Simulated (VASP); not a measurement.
# Ga8H (P1) in VASP: single point with PBE

Aim: the single point of Ga8H with PBE.

Everything below comes from runs of VASP 6.6.1. Logs are shortened: lines on timing, memory, paths and dates and some standing lists are left out, and cuts for length are marked.

## Step 1: The cell of the first run

The typed cell holds 9 atoms: a = 8.622 Å, b = 4.311 Å, c = 6.678 Å, α = 91.28°, β = 91.28°, γ = 141.71°.

## Step 2: Single point, PBE

INCAR

```
SYSTEM = Ga8H
ALGO     = Normal         ! electronic algorithm
EDIFF    = 1E-7           ! SCF threshold, eV
ENCUT    = 520            ! plane-wave cutoff, eV
GGA      = PE             ! functional
ISIF     = 2              ! what is computed and relaxed
ISMEAR   = 0              ! smearing method
LASPH    = .True.         ! aspherical terms in the spheres
LCHARG   = .True.         ! write CHGCAR
LELF     = .True.         ! ELF
LREAL    = .False.        ! projectors in reciprocal space
LVHAR    = .True.       
LWAVE    = .False.        ! write WAVECAR
NBANDS   = 62             ! bands
NELM     = 60             ! most SCF steps
PREC     = Accurate       ! precision mode
SIGMA    = 0.1            ! smearing width, eV
```

KPOINTS

```
k-points
0
Gamma
  4 6 4
  0 0 0
```

POSCAR

```
Ga8H
1.0
    2.8272006536     -8.1455602957     -0.0448092505
    1.4136003268      4.0727801479     -0.0224046252
   -0.3479821232      0.0000000000      6.6690049270
Ga H
8 1
Direct
    0.4328770321      0.1342459357      0.1250000000
    0.4328770321      0.1342459357      0.6250000000
    0.9328770321      0.1342459357      0.1250000000
    0.9328770321      0.1342459357      0.6250000000
    0.0671229679      0.8657540643      0.3750000000
    0.0671229679      0.8657540643      0.8750000000
    0.5671229679      0.8657540643      0.3750000000
    0.5671229679      0.8657540643      0.8750000000
    0.2083333333      0.5833333333      0.3750000000
```

Potentials or basis: VASP PAW PBE potentials, release 64 (Ga_d, H).

Launch:

```
$ cat potpaw_PBE.64/Ga_d/POTCAR potpaw_PBE.64/H/POTCAR > POTCAR
$ mpirun -np 1 vasp_std > vasp.out
```

OUTCAR:

```text
SYSTEM = Ga8H
   EDIFF = 1E-7
   ENCUT = 520
   GGA = PE
   ISIF = 2
   ISMEAR = 0
   LASPH = .True.
   LREAL = .False.
   NELM = 60
   PREC = Accurate

 ion  position               nearest neighbor table
   1  0.433  0.134  0.125-   7 2.75   8 2.75   3 2.83   3 2.83   6 2.83   7 2.83
   2  0.433  0.134  0.625-   8 2.75   7 2.75   4 2.83   4 2.83   5 2.83   8 2.83
   3  0.933  0.134  0.125-   5 2.75   6 2.75   1 2.83   1 2.83   8 2.83   5 2.83
   4  0.933  0.134  0.625-   6 2.75   5 2.75   2 2.83   2 2.83   7 2.83   6 2.83
   5  0.067  0.866  0.375-   3 2.75   4 2.75   7 2.83   7 2.83   2 2.83   3 2.83
   6  0.067  0.866  0.875-   4 2.75   3 2.75   8 2.83   8 2.83   1 2.83   4 2.83
   7  0.567  0.866  0.375-   1 2.75   2 2.75   5 2.83   5 2.83   4 2.83   1 2.83
   8  0.567  0.866  0.875-   2 2.75   1 2.75   6 2.83   6 2.83   3 2.83   2 2.83
   9  0.208  0.583  0.375-

  LATTYP: Found a triclinic cell.
 ALAT       =    11.0230322057
 B/A-ratio  =     1.0668886936
 C/A-ratio  =     0.7873523599
 COS(alpha) =     0.0102402146
 COS(beta)  =     0.6808669003
 COS(gamma) =     0.7265285631

  Lattice vectors:

 A1 = (  -3.1751827768,  -8.1455602958,   6.7138141774)
 A2 = (  -8.4816019608,  -8.1455602959,   0.1344277513)
 A3 = (   3.8928188572,  -4.0727801478,   6.6017910513)

Analysis of symmetry for initial positions (statically):
=====================================================================
 Subroutine PRICEL returns:
 Original cell was already a primitive cell.

 Routine SETGRP: Setting up the symmetry group for a
 triclinic supercell.

 Subroutine GETGRP returns: Found  1 space group operations
 (whereof  1 operations were pure point group operations)
 out of a pool of  2 trial point group operations.

The static configuration has the point symmetry C_1 .

Analysis of symmetry for dynamics (positions and initial velocities):
=====================================================================
 Subroutine PRICEL returns:
 Original cell was already a primitive cell.

 Routine SETGRP: Setting up the symmetry group for a
 triclinic supercell.

 Subroutine GETGRP returns: Found  1 space group operations
 (whereof  1 operations were pure point group operations)
 out of a pool of  2 trial point group operations.

The dynamic configuration has the point symmetry C_1 .

 Subroutine INISYM returns: Found  1 space group operations
 (whereof  1 operations are pure point group operations),
 and found     1 'primitive' translations

----------------------------------------------------------------------------------------

                                     Primitive cell

  volume of cell :     153.4544

  direct lattice vectors                    reciprocal lattice vectors
     2.827200654 -8.145560296 -0.044809251     0.176999762 -0.061383132  0.009235674
     1.413600327  4.072780148 -0.022404625     0.353999525  0.122766263  0.018471347
    -0.347982123  0.000000000  6.669004927     0.002378534 -0.000000000  0.150071517

  length of vectors
     8.622367653  4.311183826  6.678077438     0.187568927  0.375137854  0.150090365

  position of ions in fractional coordinates (direct lattice)
     0.432877032  0.134245936  0.125000000
     0.432877032  0.134245936  0.625000000
     0.932877032  0.134245936  0.125000000
     0.932877032  0.134245936  0.625000000
     0.067122968  0.865754064  0.375000000
     0.067122968  0.865754064  0.875000000
     0.567122968  0.865754064  0.375000000
     0.567122968  0.865754064  0.875000000
     0.208333333  0.583333333  0.375000000

  ion indices of the primitive-cell ions
   primitive index   ion index
                 1           1
                 2           2
                 3           3
                 4           4
                 5           5
                 6           6
                 7           7
                 8           8
                 9           9

----------------------------------------------------------------------------------------

 KPOINTS: k-points

Automatic generation of k-mesh.
 Grid dimensions read from file:
 generate k-points for:    4    6    4

 Generating k-lattice:

  Cartesian coordinates                     Fractional coordinates (reciprocal lattice)
     0.044249941 -0.015345783  0.002308918     0.250000000  0.000000000  0.000000000
     0.058999921  0.020461044  0.003078558     0.000000000  0.166666667  0.000000000
     0.000594633 -0.000000000  0.037517879     0.000000000  0.000000000  0.250000000

  Length of vectors
     0.046892232  0.062522976  0.037522591

  Shift w.r.t. Gamma in fractional coordinates (k-lattice)
     0.000000000  0.000000000  0.000000000

 Subroutine IBZKPT returns following result:
 ===========================================

 Found     52 irreducible k-points:

 Following reciprocal coordinates:
            Coordinates               Weight
  0.000000  0.000000  0.000000      1.000000
  0.250000  0.000000  0.000000      2.000000
  0.500000  0.000000  0.000000      1.000000
  0.000000  0.166667 -0.000000      2.000000
  0.250000  0.166667 -0.000000      2.000000
  0.500000  0.166667 -0.000000      2.000000
[... 16 lines left out ...]
 -0.000000  0.333333  0.250000      2.000000
  0.250000  0.333333  0.250000      2.000000
 [... further k-points ...]
   k-points           NKPTS =     52   k-points in BZ     NKDIM =     52   number of bands    NBANDS=     62
   number of dos      NEDOS =    301   number of ions     NIONS =      9
   total plane-waves  NPLWV = 102400
   dimension x,y,z NGX =    64 NGY =   32 NGZ =   50
   dimension x,y,z NGXF=   128 NGYF=   64 NGZF=  100
   ions per type =               8   1
   NGX,Y,Z   is equivalent  to a cutoff of  12.34, 12.34, 12.45 a.u.
   NGXF,Y,Z  is equivalent  to a cutoff of  24.68, 24.68, 24.89 a.u.
 SYSTEM =  Ga8H
   PREC   = accura    normal or accurate (medium, high low for compatibility)
   ISTART =      0    job   : 0-new  1-cont  2-samecut
   ICHARG =      2    charge: 1-file 2-atom 10-const
   ISPIN  =      1    spin polarized calculation?
   LNONCOLLINEAR =      F non collinear calculations
   LSORBIT =      F    spin-orbit coupling
   LASPH  =      T    aspherical Exc in radial PAW
   ENCUT  =  520.0 eV  38.22 Ry    6.18 a.u.  16.03  8.02 12.42*2*pi/ulx,y,z
   NELM   =     60;   NELMIN=  2; NELMDL= -5     # of ELM steps
   EDIFF  = 0.1E-06   stopping-criterion for ELM
   LREAL  =      F    real-space projection
   EDIFFG = 0.1E-05   stopping-criterion for IOM
   NSW    =      0    number of steps for IOM
   IBRION =     -1    ionic relax: 0-MD 1-quasi-New 2-CG
   NFREE  =      0    steps in history (QN), initial steepest desc. (CG)
   ISIF   =      2    stress and relaxation
   ISYM   =      2    0-nonsym 1-usesym 2-fastsym
   POTIM  = 0.5000    time-step for ionic-motion
   TEBEG  =    0.0;   TEEND  =   0.0 temperature during run
   PSTRESS=    0.0 pullay stress
   NELECT =     105.0000    total number of electrons
   NUPDOWN=      -1.0000    fix difference up-down
   EMIN   =  10.00;   EMAX   =-10.00  energy-range for DOS
   EFERMI =   0.00;   METHOD = LEGACY
   ISMEAR =     0;   SIGMA  =   0.10  broadening in eV -4-tet -1-fermi 0-gaus
   EFERMI_NEDOS =   21; number of points for ismear=-14 and -15
   IALGO  =     38    algorithm
   IMIX   =      4    mixing-type and parameters
     AMIX     =   0.40;   BMIX     =  1.00
     AMIX_MAG =   1.60;   BMIX_MAG =  1.00
  volume/ion in A,a.u.               =      17.05       115.06
  Fermi-wavevector in a.u.,A,eV,Ry     =   1.442596  2.726112 28.314869  2.081084
  Thomas-Fermi vector in A             =   2.561099
   LORBIT       =      0    0 simple, 1 ext, 2 COOP (PROOUT), +10 PAW based schemes
   GGA     = PE    functional components
   LHFCALC =     F    Hartree Fock is set to
   AEXX    =    0.0000 exact exchange contribution
   IVDW    =     0    specifies the selected vdW correction
   LEPSILON=     F    determine dielectric tensor
   LRPA    =     F    only Hartree local field effects (RPA)
 non-spin polarized calculation
 Gauss-broadening in eV      SIGMA  =   0.10
  energy-cutoff  :      520.00
  volume of cell :      153.45
 maximum number of plane-waves:      4168
   NGX = 33   NGY = 17   NGZ = 25

 number of electron     105.0000024 magnetization

 Free energy of the ion-electron system (eV)
  ---------------------------------------------------
  ext. energy  EPLUGINS =         0.00000000
  ---------------------------------------------------
  free energy    TOTEN  =       -25.43288437 eV

  energy without entropy =      -25.42098752  energy(sigma->0) =      -25.42693595

 E-fermi :   5.5083     XC(G=0): -10.9857

 val. band max:        5.5055955886   @ k =  -0.0000   0.0000   0.5000
 cond. band min:       5.5114262093   @ k =   0.0000   0.5000   0.5000
 fundamental gap:      0.0058306207
 Fermi energy:         5.5083253768

 k-point     1 :       0.0000    0.0000    0.0000
  band No.  band energies     occupation
      1      -9.6403      2.00000
      2      -9.6313      2.00000
      3      -9.6164      2.00000
      4      -9.6105      2.00000
      5      -9.6022      2.00000
      6      -9.5857      2.00000
[... 54 lines left out ...]
     61       8.7597      0.00000
     62       9.8949      0.00000

 k-point     2 :       0.2500    0.0000    0.0000
  band No.  band energies     occupation
      1      -9.6267      2.00000
      2      -9.6197      2.00000
      3      -9.5976      2.00000
      4      -9.5880      2.00000
      5      -9.5857      2.00000
      6      -9.5794      2.00000
[... 54 lines left out ...]
     61       9.3954      0.00000
     62       9.7090      0.00000

 k-point     3 :       0.5000    0.0000    0.0000
  band No.  band energies     occupation
      1      -9.6093      2.00000
      2      -9.6040      2.00000
      3      -9.5861      2.00000
      4      -9.5777      2.00000
      5      -9.5706      2.00000
      6      -9.5663      2.00000
[... 1354 lines left out ...]
     61       9.3261      0.00000
     62       9.7383      0.00000

 k-point    24 :       0.2500    0.3333    0.2500
  band No.  band energies     occupation
      1      -9.6563      2.00000
      2      -9.6290      2.00000
      3      -9.6037      2.00000
      4      -9.6000      2.00000
      5      -9.5810      2.00000
      6      -9.5625      2.00000
[... 54 lines left out ...]
     61      10.2369      0.00000
     62      11.1224      0.00000

 [... further k-points ...]

------------------------ aborting loop because EDIFF is reached ----------------------------------------

  FORCE on cell =-STRESS in cart. coord.  units (eV):
  Direction    XX          YY          ZZ          XY          YZ          ZX
  --------------------------------------------------------------------------------------
  -------------------------------------------------------------------------------------
  Total        2.0438741      2.0781972      1.4519372     -0.4064690      0.2482318     -0.3575601
  in kB       21.3395566     21.6979153     15.1592977     -4.2438367      2.5917239     -3.7331924
  external PRESSURE =      19.3989232 kB  Pullay stress =       0.0000000 kB

 VOLUME and BASIS-vectors are now :
 -----------------------------------------------------------------------------
  energy-cutoff  :      520.00
  volume of cell :      153.45
      direct lattice vectors                 reciprocal lattice vectors
     2.827200654 -8.145560296 -0.044809251     0.176999762 -0.061383132  0.009235674
     1.413600327  4.072780148 -0.022404625     0.353999525  0.122766263  0.018471347
    -0.347982123  0.000000000  6.669004927     0.002378534 -0.000000000  0.150071517

 POSITION                                       TOTAL-FORCE (eV/Angst)
 -----------------------------------------------------------------------------------
      1.37010     -2.97927      0.81122         0.125994      0.005150     -0.140007
      1.19611     -2.97927      4.14572         0.089579     -0.028974      0.136284
      2.78370     -7.05205      0.78882        -0.079154     -0.031725     -0.168917
      2.60971     -7.05205      4.12332        -0.092927      0.020815      0.150389
      1.28311      2.97927      2.47847        -0.074179      0.104891      0.011064
      1.10912      2.97927      5.81297         0.014399      0.018777      0.014264
      2.69671     -1.09351      2.45607         0.066606     -0.143584     -0.007510
      2.52272     -1.09351      5.79057        -0.030113      0.122806      0.000855
      1.28311      0.67880      2.47847        -0.020205     -0.068153      0.003578
 -----------------------------------------------------------------------------------
    total drift:                                0.000002     -0.000058      0.000018

  FREE ENERGIE OF THE ION-ELECTRON SYSTEM (eV)
  ---------------------------------------------------
  free  energy   TOTEN  =       -25.4328843705 eV

  energy  without entropy=      -25.4209875218  energy(sigma->0) =      -25.42693595
```

Wall time 25 min (1 thread of AMD EPYC 7R13, shared host); peak memory 0.5 GiB.

What came out:

```yaml
Free_energy: -25.4329 eV
Pressure: 1.9 GPa
Largest_force: 0.189 eV/Å
Band_gap_on_the_k_mesh: zero (an odd number of electrons rules out a gap without spin polarisation)
```

Forces in eV/Å, atoms in the order of the input:
```
Ga   0.126  0.005 -0.140
Ga   0.090 -0.029  0.136
Ga  -0.079 -0.032 -0.169
Ga  -0.093  0.021  0.150
Ga  -0.074  0.105  0.011
Ga   0.014  0.019  0.014
Ga   0.067 -0.144 -0.008
Ga  -0.030  0.123  0.001
H   -0.020 -0.068  0.004
```

Levels at points of the mesh, in eV from the Fermi level:
```csv
k point,band 51,band 52,band 53,band 54,band 55,band 56
"(0.00, 0.00, 0.00)",-1.57,-1.49,-0.56,1.06,1.33,1.52
"(0.50, 0.00, 0.00)",0.88,1.05,1.10,1.22,1.32,1.47
"(0.00, 0.50, 0.00)",-1.92,-1.59,-1.50,-0.47,1.36,2.18
"(0.50, 0.50, 0.00)",-2.24,-2.14,-0.19,0.25,2.27,2.82
"(0.00, 0.00, 0.50)",-1.04,-0.70,-0.51,-0.02,0.00,0.23
"(0.50, 0.00, 0.50)",-1.02,-0.98,0.65,1.76,2.20,2.51
"(0.00, 0.50, 0.50)",-0.85,-0.75,-0.63,-0.39,-0.09,0.00
"(0.50, 0.50, 0.50)",-0.52,-0.31,0.17,0.73,1.16,1.34
```
